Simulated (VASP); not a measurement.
# Cl2 in VASP: a series of runs

Aim: see how the results for Cl2 move with the level of theory and the settings. Levels: BLYP, B3LYP. Tasks: single point.

Everything below comes from runs of VASP 6.6.1. Logs are shortened: lines on timing, memory, paths and dates and some standing lists are left out, and cuts for length are marked.

## 1. The cell of the first run

The cell holds a molecule in a box, 2 atoms: a = 12.000 Å, b = 12.300 Å, c = 12.600 Å, α = 90.00°, β = 90.00°, γ = 90.00°.

## 2. Single point, BLYP

The input, INCAR:

```
AGGAC = 1.0
AGGAX = 1.0
ALDAC = 0.0
ALDAX = 1.0
ALGO = Normal
EDIFF = 1E-6
ENCUT = 520
GGA = B5
ISIF = 2
ISMEAR = -1
LASPH = T
LCHARG = T
LELF = T
LREAL = F
LVHAR = T
LWAVE = F
NBANDS = 14
NELM = 100
PREC = Accurate
SIGMA = 0.01
```

The input, KPOINTS:

```
k-points
0
Gamma
  1 1 1
```

The input, POSCAR:

```
Cl
1.0
   12.0000000000      0.0000000000      0.0000000000
    0.0000000000     12.3000000000      0.0000000000
    0.0000000000      0.0000000000     12.6000000000
Cl
2
Direct
    0.5000000000      0.5000000000      0.4191178266
    0.5000000000      0.5000000000      0.5808821734
```

Potentials or basis: VASP PAW PBE potentials, release 64 (Cl).

Started as:

```console
cat potpaw_PBE.64/Cl/POTCAR > POTCAR
mpirun -np 1 vasp_gam > vasp.out
```

OUTCAR:

```text
EDIFF = 1E-6
   ENCUT = 520
   GGA = B5
   ISIF = 2
   ISMEAR = -1
   LASPH = T
   LREAL = F
   NELM = 100
   PREC = Accurate

 ion  position               nearest neighbor table
   1  0.500  0.500  0.419-   2 2.04
   2  0.500  0.500  0.581-   1 2.04

  LATTYP: Found a simple orthorhombic cell.
 ALAT       =    12.0000000000
 B/A-ratio  =     1.0250000000
 C/A-ratio  =     1.0500000000

  Lattice vectors:

 A1 = (  12.0000000000,   0.0000000000,   0.0000000000)
 A2 = (   0.0000000000,  12.3000000000,   0.0000000000)
 A3 = (   0.0000000000,   0.0000000000,  12.6000000000)

Analysis of symmetry for initial positions (statically):
=====================================================================
 Subroutine PRICEL returns:
 Original cell was already a primitive cell.

 Routine SETGRP: Setting up the symmetry group for a
 simple orthorhombic supercell.

 Subroutine GETGRP returns: Found  8 space group operations
 (whereof  8 operations were pure point group operations)
 out of a pool of  8 trial point group operations.

The static configuration has the point symmetry D_2h.

Analysis of symmetry for dynamics (positions and initial velocities):
=====================================================================
 Subroutine PRICEL returns:
 Original cell was already a primitive cell.

 Routine SETGRP: Setting up the symmetry group for a
 simple orthorhombic supercell.

 Subroutine GETGRP returns: Found  8 space group operations
 (whereof  8 operations were pure point group operations)
 out of a pool of  8 trial point group operations.

The dynamic configuration has the point symmetry D_2h.

 Subroutine INISYM returns: Found  8 space group operations
 (whereof  8 operations are pure point group operations),
 and found     1 'primitive' translations

----------------------------------------------------------------------------------------

                                     Primitive cell

  volume of cell :    1859.7600

  direct lattice vectors                    reciprocal lattice vectors
    12.000000000  0.000000000  0.000000000     0.083333333  0.000000000  0.000000000
     0.000000000 12.300000000  0.000000000     0.000000000  0.081300813  0.000000000
     0.000000000  0.000000000 12.600000000     0.000000000  0.000000000  0.079365079

  length of vectors
    12.000000000 12.300000000 12.600000000     0.083333333  0.081300813  0.079365079

  position of ions in fractional coordinates (direct lattice)
     0.500000000  0.500000000  0.419117827
     0.500000000  0.500000000  0.580882173

  ion indices of the primitive-cell ions
   primitive index   ion index
                 1           1
                 2           2

----------------------------------------------------------------------------------------

 KPOINTS: k-points

Automatic generation of k-mesh.
 Grid dimensions read from file:
 generate k-points for:    1    1    1

 Generating k-lattice:

  Cartesian coordinates                     Fractional coordinates (reciprocal lattice)
     0.083333333  0.000000000  0.000000000     1.000000000  0.000000000  0.000000000
     0.000000000  0.081300813  0.000000000     0.000000000  1.000000000  0.000000000
     0.000000000  0.000000000  0.079365079     0.000000000  0.000000000  1.000000000

  Length of vectors
     0.083333333  0.081300813  0.079365079

  Shift w.r.t. Gamma in fractional coordinates (k-lattice)
     0.000000000  0.000000000  0.000000000

 Subroutine IBZKPT returns following result:
 ===========================================

 Found      1 irreducible k-points:

 Following reciprocal coordinates:
            Coordinates               Weight
  0.000000  0.000000  0.000000      1.000000
   k-points           NKPTS =      1   k-points in BZ     NKDIM =      1   number of bands    NBANDS=     14
   number of dos      NEDOS =    301   number of ions     NIONS =      2
   total plane-waves  NPLWV = 829440
   dimension x,y,z NGX =    90 NGY =   96 NGZ =   96
   dimension x,y,z NGXF=   180 NGYF=  192 NGZF=  192
   ions per type =               2
   NGX,Y,Z   is equivalent  to a cutoff of  12.47, 12.98, 12.67 a.u.
   NGXF,Y,Z  is equivalent  to a cutoff of  24.94, 25.95, 25.33 a.u.
 SYSTEM =  unknown system
   PREC   = accura    normal or accurate (medium, high low for compatibility)
   ISTART =      0    job   : 0-new  1-cont  2-samecut
   ICHARG =      2    charge: 1-file 2-atom 10-const
   ISPIN  =      1    spin polarized calculation?
   LNONCOLLINEAR =      F non collinear calculations
   LSORBIT =      F    spin-orbit coupling
   LASPH  =      T    aspherical Exc in radial PAW
   ENCUT  =  520.0 eV  38.22 Ry    6.18 a.u.  22.31 22.87 23.43*2*pi/ulx,y,z
   NELM   =    100;   NELMIN=  2; NELMDL= -5     # of ELM steps
   EDIFF  = 0.1E-05   stopping-criterion for ELM
   LREAL  =      F    real-space projection
   EDIFFG = 0.1E-04   stopping-criterion for IOM
   NSW    =      0    number of steps for IOM
   IBRION =     -1    ionic relax: 0-MD 1-quasi-New 2-CG
   NFREE  =      0    steps in history (QN), initial steepest desc. (CG)
   ISIF   =      2    stress and relaxation
   ISYM   =      2    0-nonsym 1-usesym 2-fastsym
   POTIM  = 0.5000    time-step for ionic-motion
   TEBEG  =    0.0;   TEEND  =   0.0 temperature during run
   PSTRESS=    0.0 pullay stress
   NELECT =      14.0000    total number of electrons
   NUPDOWN=      -1.0000    fix difference up-down
   EMIN   =  10.00;   EMAX   =-10.00  energy-range for DOS
   EFERMI =   0.00;   METHOD = LEGACY
   ISMEAR =    -1;   SIGMA  =   0.01  broadening in eV -4-tet -1-fermi 0-gaus
   EFERMI_NEDOS =   21; number of points for ismear=-14 and -15
   IALGO  =     38    algorithm
   IMIX   =      4    mixing-type and parameters
     AMIX     =   0.40;   BMIX     =  1.00
     AMIX_MAG =   1.60;   BMIX_MAG =  1.00
  volume/ion in A,a.u.               =     929.88      6275.14
  Fermi-wavevector in a.u.,A,eV,Ry     =   0.320847  0.606314  1.400625  0.102943
  Thomas-Fermi vector in A             =   1.207823
   LORBIT       =      0    0 simple, 1 ext, 2 COOP (PROOUT), +10 PAW based schemes
   GGA     = B5    functional components
   LHFCALC =     F    Hartree Fock is set to
   AEXX    =    0.0000 exact exchange contribution
   IVDW    =     0    specifies the selected vdW correction
   LEPSILON=     F    determine dielectric tensor
   LRPA    =     F    only Hartree local field effects (RPA)
 non-spin polarized calculation
  energy-cutoff  :      520.00
  volume of cell :     1859.76
 maximum number of plane-waves:     25042
 NGX is ok and might be reduce to    90
   NGX = 45   NGY = 45   NGZ = 47

 number of electron      14.0000001 magnetization

 Free energy of the ion-electron system (eV)
  ---------------------------------------------------
  ext. energy  EPLUGINS =         0.00000000
  ---------------------------------------------------
  free energy    TOTEN  =        -3.21853795 eV

  energy without entropy =       -3.21853795  energy(sigma->0) =       -3.21853795

 E-fermi :  -6.7530     XC(G=0):  -0.4825

 val. band max:       -7.0539758958   @ k =   0.0000   0.0000   0.0000
 cond. band min:      -4.3115521437   @ k =   0.0000   0.0000   0.0000
 fundamental gap:      2.7424237521
 Fermi energy:        -6.7529829305

 k-point     1 :       0.0000    0.0000    0.0000
  band No.  band energies     occupation
      1     -22.8502      2.00000
      2     -19.0381      2.00000
      3     -11.4922      2.00000
      4      -9.4562      2.00000
      5      -9.4562      2.00000
      6      -7.0540      2.00000
      7      -7.0540      2.00000
      8      -4.3116      0.00000
      9      -0.2830      0.00000
     10       0.6585      0.00000
     11       0.7665      0.00000
     12       0.8603      0.00000
     13       0.8968      0.00000
     14       0.9542      0.00000

------------------------ aborting loop because EDIFF is reached ----------------------------------------

  FORCE on cell =-STRESS in cart. coord.  units (eV):
  Direction    XX          YY          ZZ          XY          YZ          ZX
  --------------------------------------------------------------------------------------
  -------------------------------------------------------------------------------------
  Total       -0.0624620     -0.0626139     -0.4122831      0.0000000      0.0000000      0.0000000
  in kB       -0.0538108     -0.0539417     -0.3551805      0.0000000      0.0000000      0.0000000
  external PRESSURE =      -0.1543110 kB  Pullay stress =       0.0000000 kB

 VOLUME and BASIS-vectors are now :
 -----------------------------------------------------------------------------
  energy-cutoff  :      520.00
  volume of cell :     1859.76
      direct lattice vectors                 reciprocal lattice vectors
    12.000000000  0.000000000  0.000000000     0.083333333  0.000000000  0.000000000
     0.000000000 12.300000000  0.000000000     0.000000000  0.081300813  0.000000000
     0.000000000  0.000000000 12.600000000     0.000000000  0.000000000  0.079365079

 POSITION                                       TOTAL-FORCE (eV/Angst)
 -----------------------------------------------------------------------------------
      6.00000      6.15000      5.28088         0.000000     -0.000000      0.176768
      6.00000      6.15000      7.31912         0.000000      0.000000     -0.176768
 -----------------------------------------------------------------------------------
    total drift:                                0.000000     -0.000000      0.000000

  FREE ENERGIE OF THE ION-ELECTRON SYSTEM (eV)
  ---------------------------------------------------
  free  energy   TOTEN  =        -3.2185379496 eV

  energy  without entropy=       -3.2185379496  energy(sigma->0) =       -3.21853795
```

Run time: 3.5 min. Hardware: 1 thread of Intel Xeon Platinum 8488C (Sapphire Rapids), shared host; peak memory 1.2 GiB.

Results:

| Quantity | Value |
| --- | --- |
| Free energy | -3.2185 eV |
| Largest force | 0.177 eV/Å |
| Gap between the frontier levels | 2.74 eV |

Forces on the atoms (eV/Å):
```
Cl   0.000  0.000  0.177
Cl   0.000  0.000 -0.177
```

Levels at points of the mesh, in eV from the valence-band top:
| k point | band 4 | band 5 | band 6 | band 7 | band 8 | band 9 | band 10 | band 11 |
| --- | --- | --- | --- | --- | --- | --- | --- | --- |
| (0.00, 0.00, 0.00) | -2.40 | -2.40 | 0.00 | 0.00 | 2.74 | 6.77 | 7.71 | 7.82 |

Caveat: the PAW data sets were made with another functional, which shifts forces and pressure a little.

## 3. Single point, B3LYP

POSCAR is that of step 2.

The input, INCAR.step1:

```
PREC = Accurate
ENCUT = 520
EDIFF = 1E-5
ISMEAR = -1
SIGMA = 0.01
LREAL = False
LASPH = True
NELM = 100
ALGO = Normal
ISIF = 2
LWAVE = True
LCHARG = False
NBANDS = 14
GGA = PE
```

The input, INCAR.step2:

```
PREC = Accurate
ENCUT = 520
EDIFF = 1E-6
ISMEAR = -1
SIGMA = 0.01
LREAL = False
LASPH = True
NELM = 100
ALGO = Normal
ISIF = 2
LWAVE = False
LCHARG = False
GGA = B3
LHFCALC = True
AEXX = 0.2
AGGAX = 0.72
AGGAC = 0.81
ALDAC = 0.19
PRECFOCK = Normal
NBANDS = 14
ISTART = 1
```

The input, KPOINTS:

```
Automatic mesh
0
Gamma
  1 1 1
```

Potentials or basis: VASP PAW PBE potentials, release 64 (Cl).

Started as:

```console
cat potpaw_PBE.64/Cl/POTCAR > POTCAR
cp INCAR.step1 INCAR
mpirun -np 1 vasp_gam > vasp.out
cp INCAR.step2 INCAR
mpirun -np 1 vasp_gam > vasp.out
```

Wall time 3.2 min (1 thread of Intel Xeon Platinum 8488C (Sapphire Rapids), shared host); peak memory 1.3 GiB.

Results (log left out):

| Item | Value |
| --- | --- |
| Free energy | -5.1275 eV |
| Largest force | 0.727 eV/Å |
| Gap between the frontier levels | 4.75 eV |

Forces in eV/Å, atoms in the order of the input:
```
Cl   0.000  0.000  0.727
Cl   0.000  0.000 -0.727
```

Levels at points of the mesh, in eV from the valence-band top:
| k point | band 4 | band 5 | band 6 | band 7 | band 8 | band 9 | band 10 | band 11 |
| --- | --- | --- | --- | --- | --- | --- | --- | --- |
| (0.00, 0.00, 0.00) | -2.56 | -2.56 | 0.00 | 0.00 | 4.75 | 8.25 | 9.15 | 9.28 |

Caveat: the PAW data sets were made with another functional, which shifts forces and pressure a little.
